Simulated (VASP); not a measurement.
SiC, 2 atoms in the cell. It takes space group F-43m (No. 216, cubic). The conventional cell has a = 4.357 Å, b = 4.357 Å, c = 4.357 Å, α = 90.00°, β = 90.00°, γ = 90.00°. Si (site symmetry -43m) has 4 C at 1.89 Å within 2.5 Å. Within 2.5 Å of C (site symmetry -43m) lie 4 Si at 1.89 Å. 

| Property | Result |
| --- | --- |
| Program | VASP 6.6.1 |
| Task | single point |
| Functional | PBEsol |
| Potentials or basis | VASP PAW PBE potentials, release 64 (Si, C) |
| Cutoff | 600 eV |
| k mesh | 10 × 10 × 10 |
| Occupations | gaussian, width 0.01 eV |
| Spin | no spin polarisation |
| Dipole correction | no |
| Further INCAR settings | ALGO = Normal; EDIFF = 1e-06; NBANDS = 11 |

Potentials or basis: VASP PAW PBE potentials, release 64 (Si, C).

Command:

```sh
$ cat potpaw_PBE.64/Si/POTCAR potpaw_PBE.64/C/POTCAR > POTCAR
$ mpirun -np 1 vasp_std > vasp.out
```

Hardware: 1 thread of AMD EPYC 7R13 Processor (Zen 3), with other jobs on the host.

**Question.** Estimate the wall time of this run.

**Answer.** Wall time 13 s on 1 thread of AMD EPYC 7R13 Processor (Zen 3), on a shared host, peak memory 0.12 GiB. Counts: scf iterations 12, k points 47.
